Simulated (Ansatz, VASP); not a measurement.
**Two plane-wave programs on SrIn2Te2S2**

```
CELL_PARAMETERS angstrom
6.89043 -2.74781 0.76869
6.89043 2.74781 0.76869
-4.67228 0.00000 5.34989
ATOMIC_POSITIONS crystal
Sr 0.00000 0.00000 0.00000
In 0.63893 0.63893 0.78143
In 0.36107 0.36107 0.21857
Te 0.40400 0.40400 0.66380
Te 0.59600 0.59600 0.33620
S 0.83733 0.83733 0.14848
S 0.16267 0.16267 0.85152
```

Change from the starting cell: species swapped into the Nd2Re2Si2C type (C2/m, No. 12).

Alike in both runs: functional PBE; k mesh 3 × 3 × 2; occupations gaussian, width 0.15 eV; no spin polarisation.

Ansatz relaxed the structure, and its values are those at the end. VASP's run is a single point on that final structure, the one shown.

|  | VASP | Ansatz |
| --- | --- | --- |
| version | VASP 6.6.1 | Ansatz 0.2.0 |
| potentials or method | VASP PAW PBE potentials, release 64 (Sr_sv, In_d, Te, S), cutoff 520 eV | scalar-relativistic, plane waves, PAW |
| valence electrons in the cell | 60 | 80 |

|  | VASP | Ansatz | Ansatz less VASP |
| --- | --- | --- | --- |
| gap on the k mesh at the Fermi level (eV) | 1.47 | 1.47 | +0.005 |
| least direct gap on the mesh (eV) | 1.64 | 1.64 | +0.005 |
| pressure (GPa) | 0.5 | 0.4 | -0.02 |
| rms of the force components (eV/Å) | 0.034 | 0.032 | -0.0015 |

VASP's potentials hold 60 valence electrons a cell and Ansatz's 80, so a difference there can come from the potentials and not from the codes.

The k mesh is coarse, so the values compare programs but aren't converged. Spin-orbit coupling is off throughout.
